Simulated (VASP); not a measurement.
Write the native input for VASP 6.6.1 that does the following.

```yaml
Task: single point
Functional: LDA
Potentials_or_basis: VASP PAW LDA potentials, release 64 (Ti_sv, Zn)
Cutoff: 520 eV
k_mesh: 7 × 7 × 7
Occupations: gaussian, width 0.3 eV
Spin: no spin polarisation
Dipole_correction: no
Further_INCAR_settings: ALGO = Normal; EDIFF = 1e-06; NBANDS = 32
```

The structure of TiZn3 lies in POSCAR:

```
TiZn3
1.0
    3.9322000000      0.0000000000      0.0000000000
    0.0000000000      3.9322000000      0.0000000000
    0.0000000000      0.0000000000      3.9322000000
Ti Zn
1 3
Direct
    0.0000000000      0.0000000000      0.0000000000
    0.0000000000      0.5000000000      0.5000000000
    0.5000000000      0.0000000000      0.5000000000
    0.5000000000      0.5000000000      0.0000000000
```

One way to write it, as run:

INCAR

```
SYSTEM = TiZn3
ALGO = Normal
EDIFF = 1E-6
ENCUT = 520
GGA = CA
ISIF = 2
ISMEAR = 0
LASPH = .TRUE.
LCHARG = .FALSE.
LREAL = .FALSE.
LWAVE = .FALSE.
NBANDS = 32
NELM = 100
PREC = Accurate
SIGMA = 0.3
```

KPOINTS

```
k-points
0
G
  7 7 7
  0 0 0
```

Potentials or basis: VASP PAW LDA potentials, release 64 (Ti_sv, Zn).

Launch:

```sh
$ cat potpaw_LDA.64/Ti_sv/POTCAR potpaw_LDA.64/Zn/POTCAR > POTCAR
$ mpirun -np 1 vasp_std > vasp.out
```

Results of the run:

The pressure is -9.3 GPa. The band gap on the k mesh is zero (bands 24 and 25 overlap by 1.73 eV).

Caveat: the cell stands under tension; so wide a smearing shifts energies and pressures.

It took 25 s on 1 thread of AMD EPYC 9R45 (Zen 5) (shared host), peak memory 0.13 GiB.
